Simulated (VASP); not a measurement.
# Ta4S4Br (P-3m1) in VASP: notebook

Runs on Ta4S4Br. Level: PBE+D3(BJ). Tasks: single point.

Program: VASP 6.6.1. These are calculated values, not measurements. Logs are shortened: lines on timing, memory, paths and dates and some standing lists are left out, and cuts for length are marked.

## 1. The cell of the first run

It takes space group P-3m1 (No. 164, trigonal). The conventional cell has a = 3.582 Å, b = 3.582 Å, c = 14.434 Å, α = 90.00°, β = 90.00°, γ = 120.00°. Ta (site symmetry 3m) has 6 S at 2.50 Å within 3.3 Å. Within 3.3 Å of Ta (site symmetry 3m) lie 3 S at 2.50 Å and 3 Br at 2.65 Å. Within 3.3 Å of S (site symmetry 3m) lie 6 Ta at 2.50 Å. S (site symmetry 3m) has 3 Ta at 2.50 Å and 12 S at 3.35 to 3.58 Å within 3.6 Å. Br (site symmetry -3m) has 6 Ta at 2.65 Å and 6 Br at 3.58 Å and 6 S at 3.70 Å within 3.8 Å.

## 2. Single point, PBE+D3(BJ), collinear spin

File INCAR:

```
  PREC = Accurate
  ENCUT = 520
  EDIFF = 1E-7
  ISMEAR = 0
  SIGMA = 0.1
  LREAL = False
  LASPH = True
  NELM = 150
  ALGO = Normal
  ISIF = 2
  LWAVE = False
  LCHARG = True
  ISPIN = 2
  MAGMOM = 1 1 1 1 0 0 0 0 0
  LORBIT = 11
  LMAXMIX = 4
  GGA = PE
  IVDW = 12
  LELF = True
  LVHAR = True
  NBANDS = 52
```

File KPOINTS:

```
regular mesh
0
Gamma
  6 6 2
```

File POSCAR:

```
Ta4S4Br
1.0
    3.5815921200      0.0000000000      0.0000000000
   -1.7907960600      3.1017497600      0.0000000000
    0.0000000000      0.0000000000     14.4338490700
Ta S Br
4 4 1
Direct
    0.0000000000      0.0000000000      0.8107385500
    0.0000000000      0.0000000000      0.1892614500
    0.3333333300      0.6666666700      0.3847822000
    0.6666666700      0.3333333300      0.6152178000
    0.3333333300      0.6666666700      0.7129781800
    0.6666666700      0.3333333300      0.9084989300
    0.3333333300      0.6666666700      0.0915010700
    0.6666666700      0.3333333300      0.2870218200
    0.0000000000      0.0000000000      0.5000000000
```

Potentials or basis: VASP PAW PBE potentials, release 64 (Ta_pv, S, Br).

The run is started by

```console
$ cat potpaw_PBE.64/Ta_pv/POTCAR potpaw_PBE.64/S/POTCAR potpaw_PBE.64/Br/POTCAR > POTCAR
$ mpirun -np 1 vasp_std > vasp.out
```

OUTCAR:

```text
PREC = Accurate
   ENCUT = 520
   EDIFF = 1E-7
   ISMEAR = 0
   LREAL = False
   LASPH = True
   NELM = 150
   ISIF = 2
   ISPIN = 2
   LORBIT = 11
   GGA = PE
   IVDW = 12
 IVDW          = 12

 ion  position               nearest neighbor table
   1  0.000  0.000  0.811-   5 2.50   5 2.50   5 2.50   6 2.50   6 2.50   6 2.50   4 3.50   4 3.50
                             4 3.50
   2  0.000  0.000  0.189-   8 2.50   8 2.50   8 2.50   7 2.50   7 2.50   7 2.50   3 3.50   3 3.50
                             3 3.50
   3  0.333  0.667  0.385-   8 2.50   8 2.50   8 2.50   9 2.65   9 2.65   9 2.65   2 3.50   2 3.50
                             2 3.50
   4  0.667  0.333  0.615-   5 2.50   5 2.50   5 2.50   9 2.65   9 2.65   9 2.65   1 3.50   1 3.50
                             1 3.50
   5  0.333  0.667  0.713-   1 2.50   1 2.50   1 2.50   4 2.50   4 2.50   4 2.50
   6  0.667  0.333  0.908-   1 2.50   1 2.50   1 2.50
   7  0.333  0.667  0.092-   2 2.50   2 2.50   2 2.50
   8  0.667  0.333  0.287-   2 2.50   2 2.50   2 2.50   3 2.50   3 2.50   3 2.50
   9  0.000  0.000  0.500-   3 2.65   4 2.65   3 2.65   4 2.65   4 2.65   3 2.65

  LATTYP: Found a hexagonal cell.
 ALAT       =     3.5815921200
 C/A-ratio  =     4.0300091653

  Lattice vectors:

 A1 = (   3.5815921200,   0.0000000000,   0.0000000000)
 A2 = (  -1.7907960600,   3.1017497600,   0.0000000000)
 A3 = (   0.0000000000,   0.0000000000,  14.4338490700)

Analysis of symmetry for initial positions (statically):
=====================================================================
 Subroutine PRICEL returns:
 Original cell was already a primitive cell.

 Routine SETGRP: Setting up the symmetry group for a
 hexagonal supercell.

 Subroutine GETGRP returns: Found 12 space group operations
 (whereof 12 operations were pure point group operations)
 out of a pool of 24 trial point group operations.

The static configuration has the point symmetry D_3d.

Analysis of symmetry for dynamics (positions and initial velocities):
=====================================================================
 Subroutine PRICEL returns:
 Original cell was already a primitive cell.

 Routine SETGRP: Setting up the symmetry group for a
 hexagonal supercell.

 Subroutine GETGRP returns: Found 12 space group operations
 (whereof 12 operations were pure point group operations)
 out of a pool of 24 trial point group operations.

The dynamic configuration has the point symmetry D_3d.

Analysis of structural, dynamic, and magnetic symmetry:
=====================================================================
 Subroutine PRICEL returns:
 Original cell was already a primitive cell.

 Routine SETGRP: Setting up the symmetry group for a
 hexagonal supercell.

 Subroutine GETGRP returns: Found 12 space group operations
 (whereof 12 operations were pure point group operations)
 out of a pool of 24 trial point group operations.

The overall configuration has the point symmetry D_3d.

 Subroutine INISYM returns: Found 12 space group operations
 (whereof 12 operations are pure point group operations),
 and found     1 'primitive' translations

----------------------------------------------------------------------------------------

                                     Primitive cell

  volume of cell :     160.3486

  direct lattice vectors                    reciprocal lattice vectors
     3.581592120  0.000000000  0.000000000     0.279205439  0.161199335  0.000000000
    -1.790796060  3.101749760  0.000000000     0.000000000  0.322398671  0.000000000
     0.000000000  0.000000000 14.433849070     0.000000000  0.000000000  0.069281589

  length of vectors
     3.581592120  3.581592118 14.433849070     0.322398671  0.322398671  0.069281589

  position of ions in fractional coordinates (direct lattice)
     0.000000000  0.000000000  0.810738550
     0.000000000  0.000000000  0.189261450
     0.333333330  0.666666670  0.384782200
     0.666666670  0.333333330  0.615217800
     0.333333330  0.666666670  0.712978180
     0.666666670  0.333333330  0.908498930
     0.333333330  0.666666670  0.091501070
     0.666666670  0.333333330  0.287021820
[... 63 lines left out ...]
   NGXF,Y,Z  is equivalent  to a cutoff of  25.99, 25.99, 24.88 a.u.
 SYSTEM =  unknown system
   PREC   = accura    normal or accurate (medium, high low for compatibility)
   ISTART =      0    job   : 0-new  1-cont  2-samecut
   ICHARG =      2    charge: 1-file 2-atom 10-const
   ISPIN  =      2    spin polarized calculation?
   LNONCOLLINEAR =      F non collinear calculations
   LSORBIT =      F    spin-orbit coupling
   LASPH  =      T    aspherical Exc in radial PAW
   ENCUT  =  520.0 eV  38.22 Ry    6.18 a.u.   6.66  6.66 26.84*2*pi/ulx,y,z
   NELM   =    150;   NELMIN=  2; NELMDL= -5     # of ELM steps
   EDIFF  = 0.1E-06   stopping-criterion for ELM
   LREAL  =      F    real-space projection
   EDIFFG = 0.1E-05   stopping-criterion for IOM
   NSW    =      0    number of steps for IOM
   IBRION =     -1    ionic relax: 0-MD 1-quasi-New 2-CG
   NFREE  =      0    steps in history (QN), initial steepest desc. (CG)
   ISIF   =      2    stress and relaxation
   ISYM   =      2    0-nonsym 1-usesym 2-fastsym
   POTIM  = 0.5000    time-step for ionic-motion
   TEBEG  =    0.0;   TEEND  =   0.0 temperature during run
   PSTRESS=    0.0 pullay stress
   NELECT =      75.0000    total number of electrons
   NUPDOWN=      -1.0000    fix difference up-down
   EMIN   =  10.00;   EMAX   =-10.00  energy-range for DOS
   EFERMI =   0.00;   METHOD = LEGACY
   ISMEAR =     0;   SIGMA  =   0.10  broadening in eV -4-tet -1-fermi 0-gaus
   EFERMI_NEDOS =   21; number of points for ismear=-14 and -15
   IALGO  =     38    algorithm
   IMIX   =      4    mixing-type and parameters
     AMIX     =   0.40;   BMIX     =  1.00
     AMIX_MAG =   1.60;   BMIX_MAG =  1.00
  volume/ion in A,a.u.               =      17.82       120.23
  Fermi-wavevector in a.u.,A,eV,Ry     =   1.270789  2.401444 21.972125  1.614906
  Thomas-Fermi vector in A             =   2.403758
   LORBIT       =     11    0 simple, 1 ext, 2 COOP (PROOUT), +10 PAW based schemes
   GGA     = PE    functional components
   LHFCALC =     F    Hartree Fock is set to
   AEXX    =    0.0000 exact exchange contribution
   IVDW    =    12    specifies the selected vdW correction
   LEPSILON=     F    determine dielectric tensor
   LRPA    =     F    only Hartree local field effects (RPA)
 spin polarized calculation
 Gauss-broadening in eV      SIGMA  =   0.10
  energy-cutoff  :      520.00
  volume of cell :      160.35
 maximum number of plane-waves:      4362
 NGX is ok and might be reduce to    28
   NGX = 13   NGY = 13   NGZ = 53

 number of electron      74.9999996 magnetization       0.0000755

 number of electron      74.9999996 magnetization      -0.0000771

 Free energy of the ion-electron system (eV)
  ---------------------------------------------------
  ext. energy  EPLUGINS =         0.00000000
  ---------------------------------------------------
  free energy    TOTEN  =       -65.86636313 eV

  energy without entropy =      -65.82384512  energy(sigma->0) =      -65.84510413

 E-fermi :   7.6400     XC(G=0): -11.3651

 val. band max:        7.6311954003   @ k =   0.3333   0.1667   0.5000
 cond. band min:       7.6406858918   @ k =   0.1667   0.1667   0.5000
 fundamental gap:      0.0094904916
 Fermi energy:         7.6400415394

 spin component 1

 k-point     1 :       0.0000    0.0000    0.0000
  band No.  band energies     occupation
      1     -28.1868      1.00000
      2     -28.1798      1.00000
      3     -28.1765      1.00000
      4     -28.1765      1.00000
      5     -28.1765      1.00000
      6     -28.1765      1.00000
[... 717 lines left out ...]
     48      10.0008      0.00000
     49      10.4251      0.00000
 Fermi energy:         7.6400415394

 spin component 2

 k-point     1 :       0.0000    0.0000    0.0000
  band No.  band energies     occupation
      1     -28.1868      1.00000
      2     -28.1798      1.00000
      3     -28.1765      1.00000
      4     -28.1765      1.00000
      5     -28.1765      1.00000
      6     -28.1765      1.00000
[... 717 lines left out ...]
     48      10.0008      0.00000
     49      10.4251      0.00000
 [bands above 49 left out]

------------------------ aborting loop because EDIFF is reached ----------------------------------------

 Edisp (eV)   -4.40284

 E8    (eV) :    -1.9857

  FORCE on cell =-STRESS in cart. coord.  units (eV):
  Direction    XX          YY          ZZ          XY          YZ          ZX
  --------------------------------------------------------------------------------------
  -------------------------------------------------------------------------------------
  Total      -4.26743    -4.26743    -1.99482    -0.00000     0.00000    -0.00000
  in kB     -42.63948   -42.63948   -19.93194    -0.00000     0.00000    -0.00000
  external pressure =      -35.07 kB  Pullay stress =        0.00 kB

 VOLUME and BASIS-vectors are now :
 -----------------------------------------------------------------------------
  energy-cutoff  :      520.00
  volume of cell :      160.35
      direct lattice vectors                 reciprocal lattice vectors
     3.581592120  0.000000000  0.000000000     0.279205439  0.161199335  0.000000000
    -1.790796060  3.101749760  0.000000000     0.000000000  0.322398671  0.000000000
     0.000000000  0.000000000 14.433849070     0.000000000  0.000000000  0.069281589

 POSITION                                       TOTAL-FORCE (eV/Angst)
 -----------------------------------------------------------------------------------
      0.00000      0.00000     11.70208         0.000000      0.000000      0.112378
      0.00000      0.00000      2.73177         0.000000      0.000000     -0.112378
     -0.00000      2.06783      5.55389        -0.000000      0.000000     -3.181962
      1.79080      1.03392      8.87996        -0.000000      0.000000      3.181962
     -0.00000      2.06783     10.29102        -0.000000     -0.000000     -1.771528
      1.79080      1.03392     13.11314        -0.000000      0.000000     -0.252788
     -0.00000      2.06783      1.32071         0.000000      0.000000      0.252788
      1.79080      1.03392      4.14283         0.000000      0.000000      1.771528
      0.00000      0.00000      7.21692         0.000000      0.000000      0.000000
 -----------------------------------------------------------------------------------
    total drift:                                0.000000      0.000000      0.000000

  FREE ENERGIE OF THE ION-ELECTRON SYSTEM (eV)
  ---------------------------------------------------
  free  energy   TOTEN  =       -70.2692013829 eV

  energy  without entropy=      -70.2266833803  energy(sigma->0) =      -70.24794238

 total charge

# of ion       s       p       d       tot
------------------------------------------
    1        0.277   6.145   2.359   8.780
    2        0.277   6.145   2.359   8.780
    3        0.236   6.089   2.547   8.872
    4        0.236   6.089   2.547   8.872
    5        1.303   2.430   0.000   3.733
    6        1.348   2.367   0.000   3.715
    7        1.348   2.367   0.000   3.715
    8        1.303   2.430   0.000   3.733
    9        1.616   3.198   0.204   5.018
--------------------------------------------------
tot          7.943  37.259  10.016  55.217

 magnetization (x)

# of ion       s       p       d       tot
------------------------------------------
    1       -0.000  -0.000  -0.000  -0.000
    2       -0.000  -0.000  -0.000  -0.000
    3        0.000   0.000   0.000   0.000
    4        0.000   0.000   0.000   0.000
    5       -0.000   0.000   0.000   0.000
    6        0.000   0.000   0.000   0.000
    7        0.000   0.000   0.000   0.000
    8       -0.000   0.000   0.000   0.000
    9       -0.000   0.000   0.000   0.000
--------------------------------------------------
tot         -0.000   0.000  -0.000   0.000
```

It took 8 min on 1 thread of Oxide Virtual Turin-like, shared host; peak memory 0.42 GiB.

Results:

```yaml
Free_energy: -70.2692 eV
Pressure: -3.5 GPa
Largest_force: 3.182 eV/Å
Net_moment: 0.00 μB per cell
Valence_electrons_inside_the_program's_atomic_spheres: Ta 8.78, 8.87 (each value once); S 3.73, 3.71 (each value once); Br 5.02
Dispersion_energy_per_atom: -0.489 eV
```

Forces in eV/Å, atoms in the order of the input:
```
Ta   0.000  0.000  0.112
Ta   0.000  0.000 -0.112
Ta   0.000  0.000 -3.182
Ta   0.000  0.000  3.182
S    0.000  0.000 -1.772
S    0.000  0.000 -0.253
S    0.000  0.000  0.253
S    0.000  0.000  1.772
Br   0.000  0.000  0.000
```

Caveat: the cell stands under tension; spin-orbit coupling is left out, which moves the levels of the heavy elements; forces of over 1 eV/Å act on the atoms, so gaps and moduli don't describe the material at rest.

## 3. Single point, PBE+D3(BJ), collinear spin

This run uses another cell than the first one, of 18.51 Å³/atom.

File INCAR:

```
SYSTEM = Ta4S4Br
ALGO = Normal
EDIFF = 1E-6
ENCUT = 520
GGA = PE
ISIF = 2
ISMEAR = 0
ISPIN = 2
IVDW = 12
LASPH = .True.
LCHARG = .False.
LMAXMIX = 4
LORBIT = 11
LREAL = .False.
LWAVE = .False.
MAGMOM = 1 1 1 1 0 0 0 0 0
NBANDS = 52
NELM = 150
PREC = Accurate
SIGMA = 0.1
```

File KPOINTS:

```
k-points
0
Gamma
  6 6 2
  0 0 0
```

File POSCAR:

```
Ta4S4Br
1.0
    3.6078648965      0.0000000000      0.0000000000
   -1.8039324482      3.1245026538      0.0000000000
    0.0000000000      0.0000000000     14.7778039083
Ta S Br
4 4 1
Direct
    0.0000000000      0.0000000000      0.8141114012
    0.0000000000      0.0000000000      0.1858885988
    0.3333333333      0.6666666667      0.3453049573
    0.6666666667      0.3333333333      0.6546950427
    0.3333333333      0.6666666667      0.7165484522
    0.6666666667      0.3333333333      0.9081782505
    0.3333333333      0.6666666667      0.0918217495
    0.6666666667      0.3333333333      0.2834515478
    0.0000000000      0.0000000000      0.5000000000
```

Potentials or basis: VASP PAW PBE potentials, release 64 (Ta_pv, S, Br).

The run is started by

```console
$ cat potpaw_PBE.64/Ta_pv/POTCAR potpaw_PBE.64/S/POTCAR potpaw_PBE.64/Br/POTCAR > POTCAR
$ mpirun -np 1 vasp_std > vasp.out
```

OUTCAR:

```text
SYSTEM = Ta4S4Br
   EDIFF = 1E-6
   ENCUT = 520
   GGA = PE
   ISIF = 2
   ISMEAR = 0
   ISPIN = 2
   IVDW = 12
   LASPH = .True.
   LORBIT = 11
   LREAL = .False.
   NELM = 150
   PREC = Accurate
 IVDW          = 12

 ion  position               nearest neighbor table
   1  0.000  0.000  0.814-   6 2.50   6 2.50   6 2.50   5 2.53   5 2.53   5 2.53   4 3.14   4 3.14
                             4 3.14
   2  0.000  0.000  0.186-   7 2.50   7 2.50   7 2.50   8 2.53   8 2.53   8 2.53   3 3.14   3 3.14
                             3 3.14
   3  0.333  0.667  0.345-   8 2.27   8 2.27   8 2.27   9 3.09   9 3.09   9 3.09   2 3.14   2 3.14
                             2 3.14
   4  0.667  0.333  0.655-   5 2.27   5 2.27   5 2.27   9 3.09   9 3.09   9 3.09   1 3.14   1 3.14
                             1 3.14
   5  0.333  0.667  0.717-   4 2.27   4 2.27   4 2.27   1 2.53   1 2.53   1 2.53
   6  0.667  0.333  0.908-   1 2.50   1 2.50   1 2.50
   7  0.333  0.667  0.092-   2 2.50   2 2.50   2 2.50
   8  0.667  0.333  0.283-   3 2.27   3 2.27   3 2.27   2 2.53   2 2.53   2 2.53
[... 1707 lines left out ...]
 -----------------------------------------------------------------------------------
    total drift:                                0.000000     -0.000000      0.000000

  FREE ENERGIE OF THE ION-ELECTRON SYSTEM (eV)
  ---------------------------------------------------
  free  energy   TOTEN  =       -72.9900672745 eV

  energy  without entropy=      -72.9579207003  energy(sigma->0) =      -72.97399399

 total charge

# of ion       s       p       d       tot
------------------------------------------
    1        0.276   6.147   2.371   8.794
    2        0.276   6.147   2.371   8.794
    3        0.260   6.136   2.694   9.090
    4        0.260   6.136   2.694   9.090
    5        1.308   2.480   0.000   3.788
    6        1.345   2.379   0.000   3.724
    7        1.345   2.379   0.000   3.724
    8        1.308   2.480   0.000   3.788
    9        1.635   3.168   0.040   4.843
--------------------------------------------------
tot          8.013  37.451  10.169  55.633

 magnetization (x)

# of ion       s       p       d       tot
------------------------------------------
    1       -0.000   0.000  -0.000  -0.000
    2       -0.000   0.000  -0.000  -0.000
    3        0.000   0.000   0.001   0.001
    4        0.000   0.000   0.001   0.001
    5        0.000   0.000   0.000   0.000
    6        0.000   0.000   0.000   0.000
    7        0.000   0.000   0.000   0.000
    8        0.000   0.000   0.000   0.000
    9        0.000  -0.000   0.000  -0.000
--------------------------------------------------
tot          0.000   0.000   0.001   0.001
```

Wall time 4.9 min (1 thread of Oxide Virtual Turin-like, shared host); peak memory 0.43 GiB.

Results:

```
Free energy                                           : -72.9901 eV
Pressure                                              : 0.2 GPa
Largest force                                         : 0.026 eV/Å
Net moment                                            : 0.00 μB per cell
Valence electrons inside the program's atomic spheres : Ta 8.79, 9.09 (each value once); S 3.79, 3.72 (each value once); Br 4.84
Dispersion energy per atom                            : -0.469 eV
```

Forces in eV/Å, atoms in the order of the input:
```
Ta   0.000  0.000  0.026
Ta   0.000  0.000 -0.026
Ta   0.000  0.000  0.018
Ta   0.000  0.000 -0.018
S    0.000  0.000  0.006
S    0.000  0.000 -0.009
S    0.000  0.000  0.009
S    0.000  0.000 -0.006
Br   0.000  0.000  0.000
```

Caveat: spin-orbit coupling is left out, which moves the levels of the heavy elements.
